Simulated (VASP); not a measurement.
# Nb (Fm-3m) in VASP: further runs

The runs below take Nb through single point, with HSE06.

Everything below comes from runs of VASP 6.6.1. Logs are shortened: lines on timing, memory, paths and dates and some standing lists are left out, and cuts for length are marked.

## (1) The cell of the first run

It takes space group Fm-3m (No. 225, cubic). The conventional cell has a = 4.258 Å, b = 4.258 Å, c = 4.258 Å, α = 90.00°, β = 90.00°, γ = 90.00°. Within 4.0 Å of Nb (site symmetry m-3m) lie 12 Nb at 3.01 Å.

## (2) Single point, HSE06

File POSCAR:

```
Nb
1.0
    0.0000000000      2.1290070307      2.1290070307
    2.1290070307      0.0000000000      2.1290070307
    2.1290070307      2.1290070307      0.0000000000
Nb
1
Direct
    0.0000000000      0.0000000000      0.0000000000
```

File INCAR.step1:

```
ALGO     = Normal         # electronic algorithm
EDIFF    = 1E-5           # SCF threshold, eV
ENCUT    = 520            # plane-wave cutoff, eV
GGA      = PE             # functional
ISIF     = 2              # what is computed and relaxed
ISMEAR   = -1             # smearing method
LASPH    = T              # aspherical terms in the spheres
LREAL    = F              # projectors in reciprocal space
LWAVE    = T              # write WAVECAR
NBANDS   = 12             # bands
NELM     = 60             # most SCF steps
PREC     = Accurate       # precision mode
SIGMA    = 0.05           # smearing width, eV
```

File INCAR.step2:

```
ALGO     = Normal         # electronic algorithm
EDIFF    = 1E-6           # SCF threshold, eV
ENCUT    = 520            # plane-wave cutoff, eV
GGA      = PE             # functional
HFSCREEN = 0.2079         # screening, 1/A
ISIF     = 2              # what is computed and relaxed
ISMEAR   = -1             # smearing method
ISTART   = 1            
LASPH    = T              # aspherical terms in the spheres
LCHARG   = T              # write CHGCAR
LELF     = T              # ELF
LHFCALC  = T              # exact exchange
LREAL    = F              # projectors in reciprocal space
LVHAR    = T            
LWAVE    = F              # write WAVECAR
NBANDS   = 12             # bands
NELM     = 60             # most SCF steps
PREC     = Accurate       # precision mode
PRECFOCK = Normal       
SIGMA    = 0.05           # smearing width, eV
```

File KPOINTS:

```
k-points
0
Gamma
  6 6 6
```

Potentials or basis: VASP PAW PBE potentials, release 64 (Nb_sv).

Started as:

```
$ cat potpaw_PBE.64/Nb_sv/POTCAR > POTCAR
$ cp INCAR.step1 INCAR
$ mpirun -np 1 vasp_std > vasp.out
$ cp INCAR.step2 INCAR
$ mpirun -np 1 vasp_std > vasp.out
```

OUTCAR:

```text
EDIFF = 1E-6
   ENCUT = 520
   GGA = PE
   HFSCREEN = 0.2079
   ISIF = 2
   ISMEAR = -1
   ISTART = 1
   LASPH = T
   LHFCALC = T
   LREAL = F
   NELM = 60
   PREC = Accurate
   PRECFOCK = Normal

 ion  position               nearest neighbor table
   1  0.000  0.000  0.000-

  LATTYP: Found a face centered cubic cell.
 ALAT       =     4.2580140614

  Lattice vectors:

 A1 = (   0.0000000000,   2.1290070307,   2.1290070307)
 A2 = (   2.1290070307,   0.0000000000,   2.1290070307)
 A3 = (   2.1290070307,   2.1290070307,   0.0000000000)

Analysis of symmetry for initial positions (statically):
=====================================================================
 Subroutine PRICEL returns:
 Original cell was already a primitive cell.

 Routine SETGRP: Setting up the symmetry group for a
 face centered cubic supercell.

 Subroutine GETGRP returns: Found 48 space group operations
 (whereof 48 operations were pure point group operations)
 out of a pool of 48 trial point group operations.

The static configuration has the point symmetry O_h .

Analysis of symmetry for dynamics (positions and initial velocities):
=====================================================================
 Subroutine PRICEL returns:
 Original cell was already a primitive cell.

 Routine SETGRP: Setting up the symmetry group for a
 face centered cubic supercell.

 Subroutine GETGRP returns: Found 48 space group operations
 (whereof 48 operations were pure point group operations)
 out of a pool of 48 trial point group operations.

The dynamic configuration has the point symmetry O_h .

 Subroutine INISYM returns: Found 48 space group operations
 (whereof 48 operations are pure point group operations),
 and found     1 'primitive' translations

----------------------------------------------------------------------------------------

                                     Primitive cell

  volume of cell :      19.3002

  direct lattice vectors                    reciprocal lattice vectors
     0.000000000  2.129007031  2.129007031    -0.234851268  0.234851268  0.234851268
     2.129007031  0.000000000  2.129007031     0.234851268 -0.234851268  0.234851268
     2.129007031  2.129007031  0.000000000     0.234851268  0.234851268 -0.234851268

  length of vectors
     3.010870617  3.010870617  3.010870617     0.406774328  0.406774328  0.406774328

  position of ions in fractional coordinates (direct lattice)
     0.000000000  0.000000000  0.000000000

  ion indices of the primitive-cell ions
   primitive index   ion index
                 1           1

----------------------------------------------------------------------------------------

 KPOINTS: k-points

Automatic generation of k-mesh.
 Grid dimensions read from file:
 generate k-points for:    6    6    6

 Generating k-lattice:

  Cartesian coordinates                     Fractional coordinates (reciprocal lattice)
    -0.039141878  0.039141878  0.039141878     0.166666667  0.000000000  0.000000000
     0.039141878 -0.039141878  0.039141878     0.000000000  0.166666667  0.000000000
     0.039141878  0.039141878 -0.039141878     0.000000000  0.000000000  0.166666667

  Length of vectors
     0.067795721  0.067795721  0.067795721

  Shift w.r.t. Gamma in fractional coordinates (k-lattice)
     0.000000000  0.000000000  0.000000000

 Subroutine IBZKPT returns following result:
 ===========================================

 Found     16 irreducible k-points:

 Following reciprocal coordinates:
            Coordinates               Weight
  0.000000  0.000000  0.000000      1.000000
  0.166667  0.000000  0.000000      8.000000
  0.333333  0.000000  0.000000      8.000000
  0.500000  0.000000  0.000000      4.000000
  0.166667  0.166667  0.000000      6.000000
  0.333333  0.166667  0.000000     24.000000
[... 8 lines left out ...]
 -0.333333  0.333333  0.166667     24.000000
 -0.333333  0.500000  0.166667     12.000000
   k-points           NKPTS =     16   k-points in BZ     NKDIM =    216   number of bands    NBANDS=     12
   number of dos      NEDOS =    301   number of ions     NIONS =      1
   total plane-waves  NPLWV =  13824
   dimension x,y,z NGX =    24 NGY =   24 NGZ =   24
   dimension x,y,z NGXF=    48 NGYF=   48 NGZF=   48
   ions per type =               1
   NGX,Y,Z   is equivalent  to a cutoff of  13.25, 13.25, 13.25 a.u.
   NGXF,Y,Z  is equivalent  to a cutoff of  26.50, 26.50, 26.50 a.u.
 SYSTEM =  unknown system
   PREC   = accura    normal or accurate (medium, high low for compatibility)
   ISTART =      1    job   : 0-new  1-cont  2-samecut
   ICHARG =      0    charge: 1-file 2-atom 10-const
   ISPIN  =      1    spin polarized calculation?
   LNONCOLLINEAR =      F non collinear calculations
   LSORBIT =      F    spin-orbit coupling
   LASPH  =      T    aspherical Exc in radial PAW
   ENCUT  =  520.0 eV  38.22 Ry    6.18 a.u.   5.60  5.60  5.60*2*pi/ulx,y,z
   NELM   =     60;   NELMIN=  2; NELMDL=  0     # of ELM steps
   EDIFF  = 0.1E-05   stopping-criterion for ELM
   LREAL  =      F    real-space projection
   EDIFFG = 0.1E-04   stopping-criterion for IOM
   NSW    =      0    number of steps for IOM
   IBRION =     -1    ionic relax: 0-MD 1-quasi-New 2-CG
   NFREE  =      0    steps in history (QN), initial steepest desc. (CG)
   ISIF   =      2    stress and relaxation
   ISYM   =      3    0-nonsym 1-usesym 2-fastsym
   POTIM  = 0.5000    time-step for ionic-motion
   TEBEG  =    0.0;   TEEND  =   0.0 temperature during run
   PSTRESS=    0.0 pullay stress
   NELECT =      13.0000    total number of electrons
   NUPDOWN=      -1.0000    fix difference up-down
   EMIN   =  10.00;   EMAX   =-10.00  energy-range for DOS
   EFERMI =   0.00;   METHOD = LEGACY
   ISMEAR =    -1;   SIGMA  =   0.05  broadening in eV -4-tet -1-fermi 0-gaus
   EFERMI_NEDOS =   21; number of points for ismear=-14 and -15
   IALGO  =     38    algorithm
   IMIX   =      1    mixing-type and parameters
     AMIX     =   0.40;   BMIX     =  1.00
     AMIX_MAG =   1.60;   BMIX_MAG =  1.00
  volume/ion in A,a.u.               =      19.30       130.24
  Fermi-wavevector in a.u.,A,eV,Ry     =   1.435056  2.711863 28.019645  2.059386
  Thomas-Fermi vector in A             =   2.554397
   LORBIT       =      0    0 simple, 1 ext, 2 COOP (PROOUT), +10 PAW based schemes
   GGA     = PE    functional components
   LHFCALC =     T    Hartree Fock is set to
   PRECFOCK=normal    Normal, Fast or Accurate (Low or Medium for compatibility)
   ENCUT4O =  -1.0   cutoff for four orbital integrals eV
   NKREDX  =     1    reduce k-point grid by
   NKREDY  =     1    reduce k-point grid by
   NKREDZ  =     1    reduce k-point grid by
   AEXX    =    0.2500 exact exchange contribution
   HFSCREEN=    0.2079 screening length (either q_TF or 0.3 A-1)
   HFSCREENC=   0.2079 screening length for correlation (either q_TF or 0.3 A-1)
   ENCUTFOCK=  -1.0 apply spherical cutoff to Coloumb kernel
   IVDW    =     0    specifies the selected vdW correction
   LEPSILON=     F    determine dielectric tensor
   LRPA    =     F    only Hartree local field effects (RPA)
 non-spin polarized calculation
  energy-cutoff  :      520.00
  volume of cell :       19.30
 maximum number of plane-waves:       531
 NGX is ok and might be reduce to    24
  NGX = 18; NGY = 18; NGZ = 18

 number of electron      13.0000000 magnetization

 Free energy of the ion-electron system (eV)
  ---------------------------------------------------
  ext. energy  EPLUGINS =         0.00000000
  ---------------------------------------------------
  free energy    TOTEN  =       -11.50124182 eV

  energy without entropy =      -11.49230993  energy(sigma->0) =      -11.49677588

 E-fermi :  10.6533     XC(G=0):  -9.9709

 val. band max:       10.4673825516   @ k =   0.5000   0.1667   0.0000
 cond. band min:      10.7398919115   @ k =   0.3333   0.1667   0.0000
 fundamental gap:      0.2725093599
 Fermi energy:        10.6532931854

 k-point     1 :       0.0000    0.0000    0.0000
  band No.  band energies     occupation
      1     -48.3370      2.00000
      2     -22.2726      2.00000
      3     -22.2726      2.00000
      4     -22.2726      2.00000
      5       3.2604      2.00000
      6      10.8686      0.02662
      7      10.8686      0.02661
      8      10.8686      0.02661
      9      13.9234      0.00000
     10      13.9234      0.00000
     11      22.9045      0.00000
     12      27.9562      0.00000

 k-point     2 :       0.1667    0.0000    0.0000
  band No.  band energies     occupation
      1     -48.2889      2.00000
      2     -22.5948      2.00000
      3     -22.3098      2.00000
      4     -22.3098      2.00000
      5       4.3071      2.00000
      6      10.0199      1.99999
      7      11.2563      0.00001
      8      11.2563      0.00001
      9      13.6397      0.00000
     10      13.6397      0.00000
     11      24.4903      0.00000
     12      25.5877      0.00000

 k-point     3 :       0.3333    0.0000    0.0000
  band No.  band energies     occupation
      1     -48.1913      2.00000
      2     -23.2093      2.00000
      3     -22.3839      2.00000
      4     -22.3839      2.00000
      5       5.9308      2.00000
      6       9.9652      2.00000
      7      11.0931      0.00030
      8      11.0931      0.00030
      9      14.5857      0.00000
     10      14.5857      0.00000
     11      22.3872      0.00000
     12      25.4689      0.00000

 k-point     4 :       0.5000    0.0000    0.0000
  band No.  band energies     occupation
      1     -48.1417      2.00000
      2     -23.5035      2.00000
      3     -22.4206      2.00000
      4     -22.4206      2.00000
      5       6.0644      2.00000
      6      10.7407      0.29658
      7      10.7407      0.29656
      8      11.4706      0.00000
      9      15.7379      0.00000
     10      15.7379      0.00000
     11      21.5128      0.00000
     12      22.6822      0.00000

 k-point     5 :       0.1667    0.1667    0.0000
  band No.  band energies     occupation
      1     -48.2731      2.00000
      2     -22.5874      2.00000
      3     -22.3770      2.00000
      4     -22.3770      2.00000
      5       4.6519      2.00000
      6       9.4270      2.00000
      7      11.7240      0.00000
      8      11.7240      0.00000
      9      12.4278      0.00000
     10      14.3425      0.00000
     11      25.5698      0.00000
     12      26.7898      0.00000
[... 108 lines left out ...]
      1     -48.0794      2.00000
      2     -23.4098      2.00000
      3     -22.6834      2.00000
      4     -22.6834      2.00000
      5       6.0296      2.00000
      6       6.6557      2.00000
      7      14.0669      0.00000
      8      15.8920      0.00000
      9      16.2464      0.00000
     10      16.2464      0.00000
     11      22.3250      0.00000
     12      22.3250      0.00000

 k-point    14 :       0.5000    0.3333    0.1667
  band No.  band energies     occupation
      1     -48.1270      2.00000
      2     -23.1850      2.00000
      3     -22.7524      2.00000
      4     -22.5272      2.00000
      5       7.5575      2.00000
      6       8.2445      2.00000
      7       9.6427      2.00000
      8      13.3455      0.00000
      9      14.1195      0.00000
     10      17.3263      0.00000
     11      23.4645      0.00000
     12      25.0816      0.00000

 k-point    15 :      -0.3333    0.3333    0.1667
  band No.  band energies     occupation
      1     -48.0942      2.00000
      2     -23.2153      2.00000
      3     -22.9029      2.00000
      4     -22.5944      2.00000
      5       8.1165      2.00000
      6       8.2083      2.00000
      7       9.5725      2.00000
      8      12.7780      0.00000
      9      15.3440      0.00000
     10      19.5533      0.00000
     11      20.4513      0.00000
     12      25.0361      0.00000

 k-point    16 :      -0.3333    0.5000    0.1667
  band No.  band energies     occupation
      1     -48.0785      2.00000
      2     -23.2362      2.00000
      3     -22.8724      2.00000
      4     -22.7075      2.00000
      5       7.0676      2.00000
      6       7.7607      2.00000
      7      10.7914      0.11883
      8      13.7107      0.00000
      9      16.2470      0.00000
     10      19.5305      0.00000
     11      21.9836      0.00000
     12      22.0103      0.00000

------------------------ aborting loop because EDIFF is reached ----------------------------------------

  FORCE on cell =-STRESS in cart. coord.  units (eV):
  Direction    XX          YY          ZZ          XY          YZ          ZX
  --------------------------------------------------------------------------------------
  -------------------------------------------------------------------------------------
  Total       -0.7421776     -0.7421776     -0.7421776      0.0000000      0.0000000      0.0000000
  in kB      -61.6108427    -61.6108427    -61.6108427      0.0000000      0.0000000      0.0000000
  external PRESSURE =     -61.6108427 kB  Pullay stress =       0.0000000 kB

 VOLUME and BASIS-vectors are now :
 -----------------------------------------------------------------------------
  energy-cutoff  :      520.00
  volume of cell :       19.30
      direct lattice vectors                 reciprocal lattice vectors
     0.000000000  2.129007031  2.129007031    -0.234851268  0.234851268  0.234851268
     2.129007031  0.000000000  2.129007031     0.234851268 -0.234851268  0.234851268
     2.129007031  2.129007031  0.000000000     0.234851268  0.234851268 -0.234851268

 POSITION                                       TOTAL-FORCE (eV/Angst)
 -----------------------------------------------------------------------------------
      0.00000      0.00000      0.00000         0.000000     -0.000000      0.000000
 -----------------------------------------------------------------------------------
    total drift:                                0.000001     -0.000000      0.000001

  FREE ENERGIE OF THE ION-ELECTRON SYSTEM (eV)
  ---------------------------------------------------
  free  energy   TOTEN  =       -11.5012418189 eV

  energy  without entropy=      -11.4923099339  energy(sigma->0) =      -11.49677588
```

Wall time 12 min (1 thread of Intel Xeon Platinum 8375C at 2.90GHz (Ice Lake), shared host); peak memory 0.24 GiB.

Results:

```yaml
Free_energy: -11.5012 eV
Pressure: -6.2 GPa
```

Levels at points of the mesh, in eV from the Fermi level:
| k point | band 2 | band 3 | band 4 | band 5 | band 6 | band 7 | band 8 | band 9 | band 10 | band 11 |
| --- | --- | --- | --- | --- | --- | --- | --- | --- | --- | --- |
| (0.00, 0.00, 0.00) | -32.93 | -32.93 | -32.93 | -7.39 | 0.22 | 0.22 | 0.22 | 3.27 | 3.27 | 12.25 |
| (0.50, 0.00, 0.00) | -34.16 | -33.07 | -33.07 | -4.59 | 0.09 | 0.09 | 0.82 | 5.08 | 5.08 | 10.86 |
| (0.50, 0.50, 0.00) | -34.06 | -33.34 | -33.34 | -4.62 | -4.00 | 3.41 | 5.24 | 5.59 | 5.59 | 11.67 |

Caveat: the k points lie up to 0.43 Å⁻¹ apart; the PAW data sets were made with another functional, which shifts forces and pressure a little.

## (3) Single point, HSE06

This run uses another cell than the first one, of 19.68 Å³/atom, 1.020 times its volume.

File POSCAR:

```
Nb
1.0
    0.0000000000      2.1428321391      2.1428321391
    2.1428321391      0.0000000000      2.1428321391
    2.1428321391      2.1428321391      0.0000000000
Nb
1
Direct
    0.0000000000      0.0000000000      0.0000000000
```

File INCAR.step1:

```
SYSTEM = Nb
ALGO = Normal
EDIFF = 1E-5
ENCUT = 520
GGA = PE
ISIF = 2
ISMEAR = -1
LASPH = .TRUE.
LREAL = .FALSE.
LWAVE = .TRUE.
NBANDS = 12
NELM = 60
PREC = Accurate
SIGMA = 0.05
```

File INCAR.step2:

```
SYSTEM = Nb
ALGO = Normal
EDIFF = 1E-6
ENCUT = 520
GGA = PE
HFSCREEN = 0.2079
ISIF = 2
ISMEAR = -1
ISTART = 1
LASPH = .TRUE.
LCHARG = .TRUE.
LELF = .TRUE.
LHFCALC = .TRUE.
LREAL = .FALSE.
LVHAR = .TRUE.
LWAVE = .FALSE.
NBANDS = 12
NELM = 60
PREC = Accurate
PRECFOCK = Normal
SIGMA = 0.05
```

File KPOINTS:

```
k-points
0
G
  6 6 6
  0 0 0
```

Potentials or basis: VASP PAW PBE potentials, release 64 (Nb_sv).

Started as:

```
$ cat potpaw_PBE.64/Nb_sv/POTCAR > POTCAR
$ cp INCAR.step1 INCAR
$ mpirun -np 1 vasp_std > vasp.out
$ cp INCAR.step2 INCAR
$ mpirun -np 1 vasp_std > vasp.out
```

Run time: 11 min. Hardware: 1 thread of Intel Xeon Platinum 8375C at 2.90GHz (Ice Lake), shared host; peak memory 0.24 GiB.

The run converged. Its results:

| Property | Result |
| --- | --- |
| Free energy | -11.4832 eV |
| Pressure | -9.2 GPa |

Levels at points of the mesh, in eV from the Fermi level:
```
           k point  band 4  band 5  band 6  band 7  band 8  band 9
(0.00, 0.00, 0.00)  -33.00   -7.34    0.22    0.22    0.22    3.20
(0.50, 0.00, 0.00)  -33.14   -4.52    0.10    0.10    0.74    4.96
(0.50, 0.50, 0.00)  -33.38   -4.52   -3.91    3.29    5.11    5.45
```

Caveat: the k points lie up to 0.42 Å⁻¹ apart; the PAW data sets were made with another functional, which shifts forces and pressure a little.
